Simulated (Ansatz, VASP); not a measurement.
Given: the input of a run of Ansatz 0.2.0 on AgRh.

input.yaml

```yaml
crystal:
  lattice:
    - [2.7208868163, 0.0, 0.0]
    - [-1.3604434081, 2.3563571037, 0.0]
    - [0.0, 0.0, 4.7104397215]
  atoms:
    - { symbol: Ag, position: [0.0, 0.0, 0.5] }
    - { symbol: Rh, position: [0.6666666667, 0.3333333333, 0.0] }
hamiltonian:
  xc: r2scan
  pseudopotentials: { kind: paw }
kpoints:
  mp_grid: { grid: [11, 11, 6] }
scf:
  occupations: { method: fermi_dirac, width: 0.05 }
output:
  forces: true
  stress: true
  eigenvalues: true
```

Potentials or basis: Ansatz PAW.

Run with:

```console
$ ansatz run input.yaml --threads 2 --pin off --max-ram 5632MiB --backend cpu --events-out ev --progress --plain --runs-dir out
```

Problem. Translate it to VASP 6.6.1. Potentials there: VASP PAW PBE potentials, release 64 (Ag_sv_GW, Rh_sv_GW).

Solution. As run (the cutoff follows the program's own potentials):

File POSCAR:

```
AgRh
1.0
    2.7208868163      0.0000000000      0.0000000000
   -1.3604434081      2.3563571037      0.0000000000
    0.0000000000      0.0000000000      4.7104397215
Ag Rh
1 1
Direct
    0.0000000000      0.0000000000      0.5000000000
    0.6666666667      0.3333333333      0.0000000000
```

The input INCAR.step1:

```
SYSTEM = AgRh
PREC = Accurate
ENCUT = 690
ISMEAR = -1
SIGMA = 0.05
LREAL = .False.
LASPH = .True.
NELM = 120
NBANDS = 25
GGA = PE
ALGO = Normal
EDIFF = 1E-5
LWAVE = .True.
LCHARG = .False.
GGA_COMPAT = .False.
```

File INCAR.step2:

```
SYSTEM = AgRh
PREC = Accurate
ENCUT = 690
EDIFF = 1E-6
ISMEAR = -1
SIGMA = 0.05
LREAL = .False.
LASPH = .True.
NELM = 120
ALGO = Normal
ISIF = 2
LWAVE = .False.
LCHARG = .False.
METAGGA = R2SCAN
LMIXTAU = .True.
NBANDS = 25
ISTART = 1
GGA_COMPAT = .False.
```

File KPOINTS:

```
Automatic mesh
0
Gamma
  11 11 6
  0 0 0
```

Potentials or basis: VASP PAW PBE potentials, release 64 (Ag_sv_GW, Rh_sv_GW).

The run is started by

```bash
$ cat potpaw_PBE.64/Ag_sv_GW/POTCAR potpaw_PBE.64/Rh_sv_GW/POTCAR > POTCAR
$ cp INCAR.step1 INCAR
$ mpirun -np 1 vasp_std > vasp.out
$ cp INCAR.step2 INCAR
$ mpirun -np 1 vasp_std > vasp.out
```

Both were run:

|  | VASP | Ansatz | Ansatz less VASP |
| --- | --- | --- | --- |
| gap on the k mesh at the Fermi level (eV) | none | none | - |
| pressure (GPa) | 3.8 | 3.6 | -0.13 |
| traceless stress, the component that is largest in VASP (GPa) | -1.20 | -1.19 | +0.007 |

VASP's potentials were made for PBE, not for r2SCAN. A gap of «none» marks a metal or a gap that the smearing closes.
